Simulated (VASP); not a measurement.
Wanted: the native input for a VASP 6.6.1 run.

- Task: single point
- Functional: PBE
- Potentials or basis: VASP PAW PBE potentials, release 64 (W_sv, S)
- Cutoff: 520 eV
- k mesh: 12 × 12 × 2
- Occupations: gaussian, width 0.15 eV
- Spin: no spin polarisation
- Dipole correction: no
- Further INCAR settings: ALGO = Normal; EDIFF = 1e-07; NBANDS = 20

The structure of WS2 lies in POSCAR:

```
WS2
1.0
    3.1835160000      0.0000000000      0.0000000000
   -1.5917580000      2.7570060000      0.0000000000
    0.0000000000      0.0000000000     16.9505780000
W S
1 2
Direct
    0.3424011409      0.6848022819      0.0000000000
    0.6666666667      0.3333333333      0.9079990000
    0.6666666667      0.3333333333      0.0920010000
```

One way to write it, as run:

INCAR

```
SYSTEM = WS2
ALGO = Normal
EDIFF = 1E-7
ENCUT = 520
GGA = PE
ISIF = 2
ISMEAR = 0
LASPH = .TRUE.
LCHARG = .FALSE.
LREAL = .FALSE.
LWAVE = .FALSE.
NBANDS = 20
NELM = 60
PREC = Accurate
SIGMA = 0.15
```

KPOINTS

```
k-points
0
G
  12 12 2
  0 0 0
```

Potentials or basis: VASP PAW PBE potentials, release 64 (W_sv, S).

Launch:

```bash
$ cat potpaw_PBE.64/W_sv/POTCAR potpaw_PBE.64/S/POTCAR > POTCAR
$ mpirun -np 1 vasp_std > vasp.out
```

Results of the run:

```json
{"Largest force": "1.082 eV/Å", "Band gap on the k mesh": "1.79 eV"}
```

Caveat: spin-orbit coupling is left out, which moves the levels of the heavy elements.

Wall time 3.1 min on 1 thread of Intel(R) Xeon(R) 6975P-C (Granite Rapids), with other jobs on the host, peak memory 0.39 GiB.
